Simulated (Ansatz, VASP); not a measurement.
Sn, level by level in two programs

```xyz
1
Lattice="-1.7265 1.7755 2.3383 1.7265 -1.7755 2.3383 1.7265 1.7755 -2.3383" Properties=species:S:1:pos:R:3 pbc="T T T"
Sn    0.0000    0.0000    0.0000
```

Single points on this cell with VASP 6.6.1 and Ansatz 0.2.0. Each row is one pair of runs. Alike in all rows: spin: off.

| level | k mesh | smearing | VASP's potentials, cutoff | Ansatz's potentials, cutoff | gap on the k mesh at the Fermi level (eV), VASP | gap on the k mesh at the Fermi level (eV), Ansatz | pressure (GPa), VASP | pressure (GPa), Ansatz |
| --- | --- | --- | --- | --- | --- | --- | --- | --- |
| PBE | 11 × 11 × 11 | gaussian, width 0.012 eV | VASP PAW PBE potentials, release 64 (Sn_d), 520 eV | Ansatz PAW, 420 eV | none | none | -1.1 | -1.0 |
| r2SCAN50 | 6 × 6 × 6 | fermi-dirac, width 0.05 eV | VASP PAW PBE potentials, release 64 (Sn_d), 440 eV | Ansatz PAW, 500 eV | none | none | -2.4 | -2.5 |
| HSE06 | 6 × 6 × 6 | fermi-dirac, width 0.05 eV | VASP PAW PBE potentials, release 64 (Sn_d), 520 eV | Ansatz PAW, 420 eV | ? | none | ? | -1.4 |
| PBE0 | 6 × 6 × 6 | fermi-dirac, width 0.05 eV | VASP PAW PBE potentials, release 64 (Sn_d), 520 eV | Ansatz PAW, 420 eV | none | none | -1.5 | -1.1 |

Fill in what VASP gave in row 3.

gap on the k mesh at the Fermi level (eV): none; pressure (GPa): -1.5.

A gap of «none» marks a metal or a gap that the smearing closes.

The k mesh is coarse in some rows, so the values compare programs but aren't converged.
